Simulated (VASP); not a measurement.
Crystal: PbS.

```xyz
4
Lattice="2.9465 -2.9550 0.0000 2.9465 2.9550 0.0000 0.0000 0.0000 6.4907" Properties=species:S:1:pos:R:3 pbc="T T T"
Pb    2.9465    1.4852    1.8342
Pb    2.9465   -1.4852    5.0795
S     2.9465   -1.4334    1.4113
S     2.9465    1.4334    4.6566
```

* Program: VASP 6.6.1
* Task: relaxation of cell and atoms
* Functional: PBE
* Potentials or basis: VASP PAW PBE potentials, release 64 (Pb_d, S)
* Cutoff: 600 eV
* k mesh: 4 × 4 × 4
* Occupations: gaussian, width 0.1 eV
* Spin: no spin polarisation

At the start: pressure 0.1 GPa; volume 28.26 Å³/atom.

Where does the relaxation end?

Over 13 steps the energy falls by 19.0 meV/atom and the volume is 27.21 Å³/atom (-3.7 %); space group Cmc2_1 (No. 36, to 0.1 Å) before, I4mm (No. 107, to 0.1 Å).

Step by step:
```csv
step,energy change (eV),largest force (eV/Å),pressure (GPa),volume (Å³)
1,0.0000,0.0456,0.07,113.03
2,-0.0244,0.0980,-0.15,113.20
3,-0.0280,0.1707,-0.19,113.27
4,-0.0347,0.1693,-0.10,112.70
5,-0.0504,0.1723,0.25,110.99
6,-0.0491,0.1873,1.27,107.53
7,-0.0561,0.1838,0.64,109.43
8,-0.0610,0.1509,0.47,109.56
9,-0.0703,0.0735,0.01,109.97
10,-0.0721,0.0140,-0.75,110.77
11,-0.0733,0.0147,-0.54,110.51
12,-0.0754,0.0130,-0.26,109.75
13,-0.0760,0.0129,0.10,108.86
```

Final structure:
```yaml
crystal:
  lattice:
    - [3.00244, -3.00067, 0.00000]
    - [3.00244, 3.00067, 0.00000]
    - [0.00000, 0.00000, 6.04126]
  atoms:
    - { symbol: Pb, position: [0.25035, 0.74965, 0.26061] }
    - { symbol: Pb, position: [0.74965, 0.25035, 0.76061] }
    - { symbol: S, position: [0.74660, 0.25340, 0.23940] }
    - { symbol: S, position: [0.25340, 0.74660, 0.73940] }
```
